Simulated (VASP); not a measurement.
# ZnS (P6_3mc) in VASP: further runs, part 2 of 2

VASP 6.6.1. The steps go on from the part before.

### 4 Relaxation of cell and atoms, LDA, target pressure 4 GPa, at which the enthalpy is minimised

File INCAR:

```
SYSTEM = ZnS
PREC = Accurate
ENCUT = 600
EDIFF = 1E-6
ISMEAR = 0
SIGMA = 0.01
LREAL = .False.
LASPH = .True.
NELM = 80
ALGO = Normal
ISIF = 3
LWAVE = .False.
LCHARG = .False.
IBRION = 2
NSW = 100
EDIFFG = -0.002
PSTRESS = 40.0
```

File KPOINTS:

```
Automatic mesh
0
Gamma
  6 6 4
  0 0 0
```

File POSCAR:

```
ZnS
1.0
    3.7382251180      0.0000000000      0.0000000000
   -1.8691125590      3.2373979173      0.0000000000
    0.0000000000      0.0000000000      6.1430235041
Zn S
2 2
Direct
    0.3333333333      0.6666666667      0.0055916599
    0.6666666667      0.3333333333      0.5055916599
    0.3333333333      0.6666666667      0.3794083401
    0.6666666667      0.3333333333      0.8794083401
```

Command:

```bash
$ cat potpaw_LDA.64/Zn/POTCAR potpaw_LDA.64/S/POTCAR > POTCAR
$ mpirun -np 1 vasp_std > vasp.out
```

Wall time 2.8 min (1 thread of Intel Xeon Platinum 8488C (Sapphire Rapids), shared host); peak memory 0.19 GiB.

It converged, with:

| Property | Result |
| --- | --- |
| Free energy | -16.3623 eV |
| Relaxed volume | 17.87 Å³/atom |
| Relaxed cell | a = 3.688 Å, b = 3.688 Å, c = 6.069 Å, α = 90.00°, β = 90.00°, γ = 120.00° |
| Space group after relaxing (to 0.05 Å) | P6_3mc (No. 186) |
| Energy change on relaxing (the enthalpy is what falls) | +9.2 meV/atom |
| Ionic steps | 10 |
| Pressure after relaxing | 4.0 GPa |
| Band gap on the k mesh | 2.41 eV, direct |

Step by step:
```csv
step,energy change (eV),largest force (eV/Å),pressure (GPa),volume (Å³)
1,0.0000,0.0021,0.26,74.34
2,0.0935,0.0160,6.40,69.77
3,0.0364,0.0102,3.96,71.50
4,0.0378,0.0104,4.02,71.45
5,0.0378,0.0075,4.04,71.44
6,0.0379,0.0013,4.07,71.44
7,0.0359,0.0016,3.96,71.52
8,0.0371,0.0000,4.04,71.47
9,0.0366,0.0008,3.96,71.49
10,0.0368,0.0004,4.01,71.48
```

Final structure:
```
Zn S
1.0
     3.68792    0.00000    0.00000
    -1.84396    3.19383    0.00000
     0.00000    0.00000    6.06874
Zn S
2 2
Direct
  0.33333 0.66667 0.00588
  0.66667 0.33333 0.50588
  0.33333 0.66667 0.37912
  0.66667 0.33333 0.87912
```

Levels at points of the mesh, in eV from the valence-band top:
```
           k point  band 16  band 17  band 18  band 19  band 20  band 21
(0.00, 0.00, 0.00)    -0.12     0.00     0.00     2.41     3.10     6.09
(0.50, 0.00, 0.00)    -2.62    -2.05    -1.04     3.37     4.30     4.84
(0.00, 0.00, 0.50)    -0.55    -0.55    -0.55     3.64     3.64     6.59
(0.50, 0.00, 0.50)    -1.93    -1.90    -1.90     3.32     3.32     4.99
```

Caveat: the cell is relaxed towards a set pressure, so the enthalpy falls and the energy may rise. Zero-point motion and thermal expansion aren't in these numbers.

### 5 Relaxation of cell and atoms, LDA, target pressure 7 GPa, at which the enthalpy is minimised

File INCAR:

```
ALGO = Normal ; EDIFF = 1E-6
EDIFFG = -0.002 ; ENCUT = 600
GGA = CA ; IBRION = 2
ISIF = 3 ; ISMEAR = 0
LASPH = True ; LCHARG = False
LREAL = False ; LWAVE = False
NELM = 60 ; NSW = 100
PREC = Accurate ; PSTRESS = 70.0
SIGMA = 0.01
```

File KPOINTS:

```
k-points
0
Gamma
  6 6 4
```

POSCAR is that of step 4.

Potentials or basis: VASP PAW LDA potentials, release 64 (Zn, S).

Command:

```bash
$ cat potpaw_LDA.64/Zn/POTCAR potpaw_LDA.64/S/POTCAR > POTCAR
$ mpirun -np 1 vasp_std > vasp.out
```

OUTCAR:

```text
EDIFF = 1E-6
   EDIFFG = -0.002
   ENCUT = 600
   GGA = CA
   IBRION = 2
   ISIF = 3
   ISMEAR = 0
   LASPH = True
   LREAL = False
   NELM = 60
   NSW = 100
   PREC = Accurate
   PSTRESS = 70.0

 ion  position               nearest neighbor table
   1  0.333  0.667  0.006-   4 2.29   4 2.29   4 2.29   3 2.30
   2  0.667  0.333  0.506-   3 2.29   3 2.29   3 2.29   4 2.30
   3  0.333  0.667  0.379-   2 2.29   2 2.29   2 2.29   1 2.30
   4  0.667  0.333  0.879-   1 2.29   1 2.29   1 2.29   2 2.30

  LATTYP: Found a hexagonal cell.
 ALAT       =     3.7382251180
 C/A-ratio  =     1.6432995098

  Lattice vectors:

 A1 = (   3.7382251180,   0.0000000000,   0.0000000000)
 A2 = (  -1.8691125590,   3.2373979173,   0.0000000000)
 A3 = (   0.0000000000,   0.0000000000,   6.1430235041)

Analysis of symmetry for initial positions (statically):
=====================================================================
 Subroutine PRICEL returns:
 Original cell was already a primitive cell.

 Routine SETGRP: Setting up the symmetry group for a
 hexagonal supercell.

 Subroutine GETGRP returns: Found 12 space group operations
 (whereof  6 operations were pure point group operations)
 out of a pool of 24 trial point group operations.

The static configuration has the point symmetry C_3v.
 The point group associated with its full space group is C_6v.

Analysis of symmetry for dynamics (positions and initial velocities):
=====================================================================
 Subroutine PRICEL returns:
 Original cell was already a primitive cell.

 Routine SETGRP: Setting up the symmetry group for a
 hexagonal supercell.

 Subroutine GETGRP returns: Found 12 space group operations
 (whereof  6 operations were pure point group operations)
 out of a pool of 24 trial point group operations.

The dynamic configuration has the point symmetry C_3v.
 The point group associated with its full space group is C_6v.

 Subroutine INISYM returns: Found 12 space group operations
 (whereof  6 operations are pure point group operations),
 and found     1 'primitive' translations

----------------------------------------------------------------------------------------

                                     Primitive cell

  volume of cell :      74.3436

  direct lattice vectors                    reciprocal lattice vectors
     3.738225118  0.000000000  0.000000000     0.267506629  0.154445024  0.000000000
    -1.869112559  3.237397917  0.000000000     0.000000000  0.308890049  0.000000000
     0.000000000  0.000000000  6.143023504     0.000000000  0.000000000  0.162786289

  length of vectors
     3.738225118  3.738225118  6.143023504     0.308890049  0.308890049  0.162786289

  position of ions in fractional coordinates (direct lattice)
     0.333333333  0.666666667  0.005591660
     0.666666667  0.333333333  0.505591660
     0.333333333  0.666666667  0.379408340
     0.666666667  0.333333333  0.879408340

  ion indices of the primitive-cell ions
   primitive index   ion index
                 1           1
                 2           2
                 3           3
                 4           4

----------------------------------------------------------------------------------------

 KPOINTS: k-points

Automatic generation of k-mesh.
 Grid dimensions read from file:
 generate k-points for:    6    6    4

 Generating k-lattice:

  Cartesian coordinates                     Fractional coordinates (reciprocal lattice)
     0.044584438  0.025740837  0.000000000     0.166666667  0.000000000  0.000000000
     0.000000000  0.051481675  0.000000000     0.000000000  0.166666667  0.000000000
     0.000000000  0.000000000  0.040696572     0.000000000  0.000000000  0.250000000

  Length of vectors
     0.051481675  0.051481675  0.040696572

  Shift w.r.t. Gamma in fractional coordinates (k-lattice)
     0.000000000  0.000000000  0.000000000

 Subroutine IBZKPT returns following result:
 ===========================================

 Found     21 irreducible k-points:

 Following reciprocal coordinates:
            Coordinates               Weight
  0.000000  0.000000  0.000000      1.000000
  0.166667  0.000000  0.000000      6.000000
  0.333333  0.000000  0.000000      6.000000
  0.500000  0.000000  0.000000      3.000000
  0.166667  0.166667  0.000000      6.000000
  0.333333  0.166667  0.000000     12.000000
[... 13 lines left out ...]
  0.333333  0.166667  0.500000     12.000000
  0.333333  0.333333  0.500000      2.000000
   k-points           NKPTS =     21   k-points in BZ     NKDIM =     21   number of bands    NBANDS=     22
   number of dos      NEDOS =    301   number of ions     NIONS =      4
   total plane-waves  NPLWV =  45000
   dimension x,y,z NGX =    30 NGY =   30 NGZ =   50
   dimension x,y,z NGXF=    60 NGYF=   60 NGZF=  100
   ions per type =               2   2
   NGX,Y,Z   is equivalent  to a cutoff of  13.34, 13.34, 13.53 a.u.
   NGXF,Y,Z  is equivalent  to a cutoff of  26.68, 26.68, 27.06 a.u.
 SYSTEM =  unknown system
   PREC   = accura    normal or accurate (medium, high low for compatibility)
   ISTART =      0    job   : 0-new  1-cont  2-samecut
   ICHARG =      2    charge: 1-file 2-atom 10-const
   ISPIN  =      1    spin polarized calculation?
   LNONCOLLINEAR =      F non collinear calculations
   LSORBIT =      F    spin-orbit coupling
   LASPH  =      T    aspherical Exc in radial PAW
   ENCUT  =  600.0 eV  44.10 Ry    6.64 a.u.   7.47  7.47 12.27*2*pi/ulx,y,z
   NELM   =     60;   NELMIN=  2; NELMDL= -5     # of ELM steps
   EDIFF  = 0.1E-05   stopping-criterion for ELM
   LREAL  =      F    real-space projection
   EDIFFG = -.2E-02   stopping-criterion for IOM
   NSW    =    100    number of steps for IOM
   IBRION =      2    ionic relax: 0-MD 1-quasi-New 2-CG
   NFREE  =      1    steps in history (QN), initial steepest desc. (CG)
   ISIF   =      3    stress and relaxation
   ISYM   =      2    0-nonsym 1-usesym 2-fastsym
   POTIM  = 0.5000    time-step for ionic-motion
   TEBEG  =    0.0;   TEEND  =   0.0 temperature during run
   PSTRESS=   70.0 pullay stress
   NELECT =      36.0000    total number of electrons
   NUPDOWN=      -1.0000    fix difference up-down
   EMIN   =  10.00;   EMAX   =-10.00  energy-range for DOS
   EFERMI =   0.00;   METHOD = LEGACY
   ISMEAR =     0;   SIGMA  =   0.01  broadening in eV -4-tet -1-fermi 0-gaus
   EFERMI_NEDOS =   21; number of points for ismear=-14 and -15
   IALGO  =     38    algorithm
   IMIX   =      4    mixing-type and parameters
     AMIX     =   0.40;   BMIX     =  1.00
     AMIX_MAG =   1.60;   BMIX_MAG =  1.00
  volume/ion in A,a.u.               =      18.59       125.42
  Fermi-wavevector in a.u.,A,eV,Ry     =   1.285566  2.429368 22.486081  1.652680
  Thomas-Fermi vector in A             =   2.417693
   LORBIT       =      0    0 simple, 1 ext, 2 COOP (PROOUT), +10 PAW based schemes
   GGA     = CA    functional components
   LHFCALC =     F    Hartree Fock is set to
   AEXX    =    0.0000 exact exchange contribution
   IVDW    =     0    specifies the selected vdW correction
   LEPSILON=     F    determine dielectric tensor
   LRPA    =     F    only Hartree local field effects (RPA)
 conjugate gradient relaxation of ions
 non-spin polarized calculation
 Gauss-broadening in eV      SIGMA  =   0.01
  energy-cutoff  :      600.00
  volume of cell :       74.34
 maximum number of plane-waves:      2539
 NGX is ok and might be reduce to    30
   NGX = 15   NGY = 15   NGZ = 25

--------------------------------------- Ionic step        1  -------------------------------------------

 number of electron      35.9999981 magnetization

 Free energy of the ion-electron system (eV)
  ---------------------------------------------------
  ext. energy  EPLUGINS =         0.00000000
  ---------------------------------------------------
  free energy    TOTEN  =       -16.39912221 eV

  energy without entropy =      -16.39912221  energy(sigma->0) =      -16.39912221

------------------------ aborting loop because EDIFF is reached ----------------------------------------

  FORCE on cell =-STRESS in cart. coord.  units (eV):
  Direction    XX          YY          ZZ          XY          YZ          ZX
  --------------------------------------------------------------------------------------
  -------------------------------------------------------------------------------------
  Total        0.1266103      0.1266103      0.1018127      0.0000000      0.0000000     -0.0000000
  in kB        2.7285752      2.7285752      2.1941626      0.0000000      0.0000000     -0.0000000
  external PRESSURE =     -67.4495623 kB  Pullay stress =      70.0000000 kB
[... 265 lines left out ...]
  enthalpy is  TOTEN    =       -13.2578531476 eV   P V=        3.0403082880

--------------------------------------- Ionic step        8  -------------------------------------------

 number of electron      36.0000015 magnetization

 Free energy of the ion-electron system (eV)
  ---------------------------------------------------
  ext. energy  EPLUGINS =         0.00000000
  ---------------------------------------------------
  free energy    TOTEN  =       -16.29765233 eV

  energy without entropy =      -16.29765233  energy(sigma->0) =      -16.29765233

 E-fermi :   3.3380     XC(G=0): -10.6211

 val. band max:        3.2381898083   @ k =   0.0000   0.0000   0.0000
 cond. band min:       5.7709209172   @ k =   0.0000   0.0000   0.0000
 fundamental gap:      2.5327311089
 Fermi energy:         3.3379936843

 k-point     1 :       0.0000    0.0000    0.0000
  band No.  band energies     occupation
      1     -10.8737      2.00000
      2      -9.6732      2.00000
      3      -3.8799      2.00000
      4      -3.8482      2.00000
      5      -3.8482      2.00000
      6      -3.7467      2.00000
[... 545 lines left out ...]
  FREE ENERGIE OF THE ION-ELECTRON SYSTEM (eV)
  ---------------------------------------------------
  free  energy   TOTEN  =       -16.2976523286 eV

  energy  without entropy=      -16.2976523286  energy(sigma->0) =      -16.29765233

  enthalpy is  TOTEN    =       -13.2578739868 eV   P V=        3.0397783418

 reached required accuracy - stopping structural energy minimisation
```

CONTCAR:

```text
ZnS
   1.00000000000000
     3.6533249315239660   -0.0000000000000000    0.0000000000000000
    -1.8266624657619830    3.1638721990369731   -0.0000000000000000
     0.0000000000000000    0.0000000000000000    6.0193171415820812
  Zn              S
     2     2
Direct
     0.3333333332999970    0.6666666667000030    0.0060793156598670
     0.6666666667000030    0.3333333332999970    0.5060793156598671
     0.3333333332999970    0.6666666667000030    0.3789206843401310
     0.6666666667000030    0.3333333332999970    0.8789206843401309

  0.00000000E+00  0.00000000E+00  0.00000000E+00
  0.00000000E+00  0.00000000E+00  0.00000000E+00
  0.00000000E+00  0.00000000E+00  0.00000000E+00
  0.00000000E+00  0.00000000E+00  0.00000000E+00
```

Wall time 2.6 min (1 thread of Intel Xeon Platinum 8488C (Sapphire Rapids), shared host); peak memory 0.19 GiB.

Results:

```
Free energy                                            : -16.2977 eV
Relaxed volume                                         : 17.39 Å³/atom
Relaxed cell                                           : a = 3.653 Å, b = 3.653 Å, c = 6.019 Å, α = 90.00°, β = 90.00°, γ = 120.00°
Space group after relaxing (to 0.05 Å)                 : P6_3mc (No. 186)
Energy change on relaxing (the enthalpy is what falls) : +25.4 meV/atom
Ionic steps                                            : 8
Pressure after relaxing                                : 7.0 GPa
Band gap on the k mesh                                 : 2.53 eV, direct
```

The path:
```tsv
step	energy change (eV)	largest force (eV/Å)	pressure (GPa)	volume (Å³)
1	0.0000	0.0021	0.26	74.34
2	0.3096	0.0338	13.14	66.24
3	0.1011	0.0190	6.77	69.59
4	0.1068	0.0196	7.13	69.46
5	0.1010	0.0135	6.95	69.59
6	0.1001	0.0127	6.88	69.61
7	0.1010	0.0057	7.01	69.59
8	0.1015	0.0018	7.00	69.58
```

Final structure:
```cif
data_structure
_symmetry_space_group_name_H-M 'P 1'
_symmetry_Int_Tables_number 1
_cell_length_a 3.6533
_cell_length_b 3.6533
_cell_length_c 6.0193
_cell_angle_alpha 90.000
_cell_angle_beta 90.000
_cell_angle_gamma 120.000
_cell_volume 69.58
loop_
_atom_site_label
_atom_site_type_symbol
_atom_site_fract_x
_atom_site_fract_y
_atom_site_fract_z
_atom_site_occupancy
Zn1 Zn 0.33333 0.66667 0.00608 1
Zn2 Zn 0.66667 0.33333 0.50608 1
S1 S 0.33333 0.66667 0.37892 1
S2 S 0.66667 0.33333 0.87892 1
```

Caveat: the cell is relaxed towards a set pressure, so the enthalpy falls and the energy may rise.

### 6 Overview

```tsv
cell	gap on the mesh (eV)	pressure (GPa)
relaxed to 1 GPa	2.26	1.0
relaxed to 2 GPa	2.31	2.0
relaxed to 4 GPa	2.41	4.0
relaxed to 7 GPa	2.53	7.0
```

Alike in all rows: task relaxation of cell and atoms; level LDA; potentials or basis VASP PAW LDA potentials, release 64 (Zn, S); no spin polarisation; k mesh 6 × 6 × 4; cutoff (eV) 600; smearing gaussian 0.01 eV.

Caveats: the cell is relaxed towards a set pressure, so the enthalpy falls and the energy may rise.

Total energies depend on the potentials used, so only differences within one code and one set of settings carry meaning.
